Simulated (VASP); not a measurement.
A run of VASP 6.6.1:

File INCAR:

```
SYSTEM = Ti
PREC = Accurate
ENCUT = 520
EDIFF = 1E-6
ISMEAR = -1
SIGMA = 0.1
LREAL = .FALSE.
LASPH = .TRUE.
NELM = 60
ALGO = Normal
ISIF = 2
LWAVE = .FALSE.
LCHARG = .FALSE.
GGA = PE
NBANDS = 19
```

File KPOINTS:

```
regular mesh
0
G
  16 16 9
  0 0 0
```

The input POSCAR:

```
Ti
1.0
    2.7138196662      0.0000000000      0.0000000000
   -1.3569098331      2.3502367722      0.0000000000
    0.0000000000      0.0000000000      4.3378440896
Ti
2
Direct
    0.3333333333      0.6666666667      0.2500000000
    0.6666666667      0.3333333333      0.7500000000
```

Potentials or basis: VASP PAW PBE potentials, release 64 (Ti_sv).

Command:

```console
$ cat potpaw_PBE.64/Ti_sv/POTCAR > POTCAR
$ mpirun -np 1 vasp_std > vasp.out
```

Hardware: 1 thread of Intel Xeon 8259CL, on a shared host.

**Question.** How long does it take, and how much memory?

**Answer.** Run time: 2.1 min on 1 thread of Intel Xeon 8259CL (shared host), peak memory 0.18 GiB. Counts: scf iterations 14, k points 150.
